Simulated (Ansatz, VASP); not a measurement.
**Two plane-wave programs on TaN**

```
CELL_PARAMETERS angstrom
2.98448 0.00000 0.00000
-1.49224 2.58463 0.00000
0.00000 0.00000 6.26203
ATOMIC_POSITIONS crystal
Ta 0.33333 0.66667 0.03049
Ta 0.66667 0.33333 0.53049
N 0.33333 0.66667 0.35451
N 0.66667 0.33333 0.85451
```

Alike in both runs: task single point; functional PBE; k mesh 18 × 18 × 8; occupations gaussian, width 0.15 eV; no spin polarisation.

|  | VASP | Ansatz |
| --- | --- | --- |
| version | VASP 6.6.1 | Ansatz 0.2.0 |
| potentials or method | VASP PAW PBE potentials, release 64 (Ta_pv, N), cutoff 520 eV | scalar-relativistic, plane waves, PAW |
| valence electrons in the cell | 32 | 36 |

VASP gave:

* gap on the k mesh at the Fermi level (eV): none
* pressure (GPa): 22.2
* traceless stress, the component that is largest in VASP (GPa): -19.30
* rms of the force components (eV/Å): 0.948

Estimate Ansatz's values.

gap on the k mesh at the Fermi level (eV): none; pressure (GPa): 21.3; traceless stress, the component that is largest in VASP (GPa): -19.54; rms of the force components (eV/Å): 0.938.

Atom by atom the forces differ by 0.010 eV/Å (rms over components). A gap of «none» marks a metal or a gap that the smearing closes. VASP's potentials hold 32 valence electrons a cell and Ansatz's 36, so a difference there can come from the potentials and not from the codes.

Spin-orbit coupling is off throughout.
